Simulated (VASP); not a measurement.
**ZnS: single point with PBEsol**

The system is ZnS.

```
CELL_PARAMETERS angstrom
3.82366 0.00000 0.00000
-1.91183 3.31139 0.00000
0.00000 0.00000 6.25471
ATOMIC_POSITIONS crystal
Zn 0.33333 0.66667 0.00000
Zn 0.66667 0.33333 0.50000
S 0.33333 0.66667 0.38500
S 0.66667 0.33333 0.88500
```

This cell differs from its parent crystal: volume scaled by 1.01.

```json
{"Program": "VASP 6.6.1", "Task": "single point", "Functional": "PBEsol", "Potentials or basis": "VASP PAW PBE potentials, release 64 (Zn, S)", "Cutoff": "520 eV", "k mesh": "8 × 8 × 5", "Occupations": "fermi-dirac, width 0.03 eV", "Spin": "no spin polarisation"}
```

| Quantity | Value |
| --- | --- |
| Pressure | -1.8 GPa |
| Largest force | 0.297 eV/Å |
| Band gap on the k mesh | 2.07 eV, direct |

Forces in eV/Å, atoms in the order of the input:
```
Zn   0.000  0.000  0.297
Zn   0.000  0.000  0.297
S    0.000  0.000 -0.297
S    0.000  0.000 -0.297
```

Stress tensor (GPa, compression positive):
```
-1.24  0.00  0.00
 0.00 -1.24  0.00
 0.00  0.00 -2.94
```

Levels at points of the mesh, in eV from the valence-band top:
```csv
k point,band 16,band 17,band 18,band 19,band 20,band 21
"(0.00, 0.00, 0.00)",-0.01,-0.01,0.00,2.07,2.86,6.21
"(0.50, 0.00, 0.00)",-2.25,-1.57,-0.98,3.49,4.14,5.06
```

Run time: 22 s on 1 thread of Intel(R) Xeon(R) 6975P-C (Granite Rapids), with other jobs on the host, peak memory 0.21 GiB.

Caveat: the PAW data sets were made with another functional, which shifts forces and pressure a little.
